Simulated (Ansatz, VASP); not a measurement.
# Two plane-wave programs on F

```xyz
2
Lattice="0.0000 2.4373 2.4373 2.4373 0.0000 2.4373 2.4373 2.4373 0.0000" Properties=species:S:1:pos:R:3 pbc="T T T"
F    -0.6093   -0.6093   -0.6093
F     0.6093    0.6093    0.6093
```

Alike in both runs: functional PBE; k mesh 13 × 13 × 13; occupations fermi-dirac, width 0.05 eV; no spin polarisation.

Ansatz relaxed the structure, and its values are those at the end. VASP's run is a single point on that final structure, the one shown.

|  | VASP | Ansatz |
| --- | --- | --- |
| version | VASP 6.6.1 | Ansatz 0.2.0 |
| potentials or method | VASP PAW PBE potentials, release 64 (F) | PAW with Ansatz's default frozen-core files, scalar-relativistic |
| plane-wave cutoff (eV) | 520 | 420 |
| valence electrons in the cell | 14 | 14 |

|  | VASP | Ansatz | Ansatz less VASP |
| --- | --- | --- | --- |
| pressure (GPa) | -0.6 | 0.0 | +0.56 |

The functional is the same, so the differences come from potentials, cutoffs and numerics.
